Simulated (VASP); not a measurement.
Input of a VASP 6.6.1 run:

Contents of INCAR:

```
PREC = Accurate
ENCUT = 520
EDIFF = 1E-7
ISMEAR = 0
SIGMA = 0.15
LREAL = False
LASPH = True
NELM = 100
ALGO = Normal
ISIF = 2
LWAVE = False
LCHARG = False
GGA = PS
NBANDS = 16
```

Contents of KPOINTS:

```
Automatic mesh
0
Gamma
  16 16 16
```

The input POSCAR:

```
ZrS
1.0
    0.0000000000      2.5619346569      2.7642130512
    2.4239823420      0.0000000000      2.7642130512
    2.4239823420      2.5619346569      0.0000000000
Zr S
1 1
Direct
    0.0000000000      0.0000000000      0.0000000000
    0.5000000000      0.5000000000      0.5000000000
```

Potentials or basis: VASP PAW PBE potentials, release 64 (Zr_sv, S).

Command:

```console
$ cat potpaw_PBE.64/Zr_sv/POTCAR potpaw_PBE.64/S/POTCAR > POTCAR
$ mpirun -np 1 vasp_std > vasp.out
```

Question: Estimate the pressure.

Answer: 6.0 GPa.

Question: Estimate the band gap on the k mesh.

Answer: Zero (bands 9 and 10 overlap by 2.91 eV).

Stress tensor (GPa, compression positive):
```
 28.09   0.00   0.00
  0.00   2.63   0.00
  0.00   0.00 -12.62
```

Caveat: the cell differs from its parent crystal (strain +e along x and -e along y -0.0267, strain +e along z and -e/2 along x and y +0.0700); the stress differs along the axes, from -13 to 28 GPa; the PAW data sets were made with another functional, which shifts forces and pressure a little.
